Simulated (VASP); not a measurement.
Here is a VASP 6.6.1 calculation.

POSCAR

```
Si
1.0
   -3.3273296543      3.3273296543      1.9699275361
    3.3273296543     -3.3273296543      1.9699275361
    3.3273296543      3.3273296543     -1.9699275361
Si
4
Direct
    0.1787531995      0.1787531995      0.3575063991
    0.8212468005      0.8212468005      0.6424936010
    0.1787531995      0.8212468005      0.0000000000
    0.8212468005      0.1787531995      0.0000000000
```

File INCAR.step1:

```
SYSTEM = Si
ALGO     = Normal         ! electronic algorithm
EDIFF    = 1E-4           ! SCF threshold, eV
ENCUT    = 520            ! plane-wave cutoff, eV
GGA      = PE             ! functional
ISMEAR   = 0              ! smearing method
LASPH    = .True.         ! aspherical terms in the spheres
LCHARG   = .False.        ! write CHGCAR
LREAL    = .False.        ! projectors in reciprocal space
LWAVE    = .True.         ! write WAVECAR
NBANDS   = 16             ! bands
NELM     = 80             ! most SCF steps
PREC     = Accurate       ! precision mode
SIGMA    = 0.05           ! smearing width, eV
```

File INCAR.step2:

```
SYSTEM = Si
ALGO     = Normal         ! electronic algorithm
EDIFF    = 1E-6           ! SCF threshold, eV
ENCUT    = 520            ! plane-wave cutoff, eV
ISIF     = 2              ! what is computed and relaxed
ISMEAR   = 0              ! smearing method
ISTART   = 1            
LASPH    = .True.         ! aspherical terms in the spheres
LCHARG   = .False.        ! write CHGCAR
LMIXTAU  = .True.       
LREAL    = .False.        ! projectors in reciprocal space
LWAVE    = .False.        ! write WAVECAR
METAGGA  = R2SCAN         ! meta-GGA
NBANDS   = 16             ! bands
NELM     = 80             ! most SCF steps
PREC     = Accurate       ! precision mode
SIGMA    = 0.05           ! smearing width, eV
```

File KPOINTS:

```
k-points
0
Gamma
  10 10 10
  0 0 0
```

Potentials or basis: VASP PAW PBE potentials, release 64 (Si).

Command:

```bash
$ cat potpaw_PBE.64/Si/POTCAR > POTCAR
$ cp INCAR.step1 INCAR
$ mpirun -np 1 vasp_std > vasp.out
$ cp INCAR.step2 INCAR
$ mpirun -np 1 vasp_std > vasp.out
```

**Question.** Estimate the pressure.

**Answer.** -2.3 GPa.

**Question.** What does it give for the largest force?

**Answer.** 0.213 eV/Å.

**Question.** Predict the band gap on the k mesh.

**Answer.** 0.33 eV.

Forces in eV/Å, atoms in the order of the input:
```
Si   0.151  0.151  0.000
Si  -0.151 -0.151  0.000
Si  -0.151  0.151  0.000
Si   0.151 -0.151  0.000
```

Caveat: the cell differs from its parent crystal (strain +0.0250 x Voigt [0, 0, 1, 0, 0, 0]); the PAW data sets were made with another functional, which shifts forces and pressure a little. A k mesh can miss the band edges.
